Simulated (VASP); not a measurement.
Ge: single point with PBEsol

Ge:

```
Ge
1.0
     4.67770    2.70067    1.95270
    -4.67770    2.70067    1.95270
     0.00000   -5.40134    1.95270
Ge
8
Direct
  0.71602 0.71602 0.71602
  0.28398 0.28398 0.28398
  0.03029 0.72620 0.53379
  0.53379 0.03029 0.72620
  0.72620 0.53379 0.03029
  0.96971 0.27380 0.46621
  0.46621 0.96971 0.27380
  0.27380 0.46621 0.96971
```

```json
{
  "Program": "VASP 6.6.1",
  "Task": "single point",
  "Functional": "PBEsol",
  "Potentials or basis": "VASP PAW PBE potentials, release 64 (Ge_d)",
  "Cutoff": "520 eV",
  "k mesh": "9 × 9 × 9",
  "Occupations": "gaussian, width 0.15 eV",
  "Spin": "no spin polarisation",
  "Dipole correction": "no",
  "Further INCAR settings": "ALGO = Fast; EDIFF = 1e-06; NBANDS = 66"
}
```

* Pressure: 9.8 GPa
* Largest force: 0.674 eV/Å
* Band gap on the k mesh: zero (bands 56 and 57 overlap by 0.59 eV)

Forces in eV/Å, atoms in the order of the input:
```
Ge   0.000  0.000 -0.273
Ge   0.000  0.000  0.273
Ge  -0.188  0.574  0.298
Ge  -0.403 -0.450  0.298
Ge   0.591 -0.124  0.298
Ge   0.188 -0.574 -0.298
Ge   0.403  0.450 -0.298
Ge  -0.591  0.124 -0.298
```

Stress tensor (GPa, compression positive):
```
12.97  0.00  0.00
 0.00 12.97  0.00
 0.00  0.00  3.38
```

Levels at points of the mesh, in eV from the Fermi level:
```tsv
k point	band 52	band 53	band 54	band 55	band 56	band 57	band 58	band 59	band 60	band 61
(0.00, 0.00, 0.00)	-4.30	-4.30	-1.51	-1.51	-0.90	1.59	1.92	1.92	4.50	4.50
```

Run time: 32 min on 1 thread of Oxide Virtual Turin-like Processor (shared host), peak memory 0.84 GiB.

Caveat: the stress differs along the axes, from 3 to 13 GPa; semilocal functionals underestimate gaps, and a narrow one can read as zero; the PAW data sets were made with another functional, which shifts forces and pressure a little.
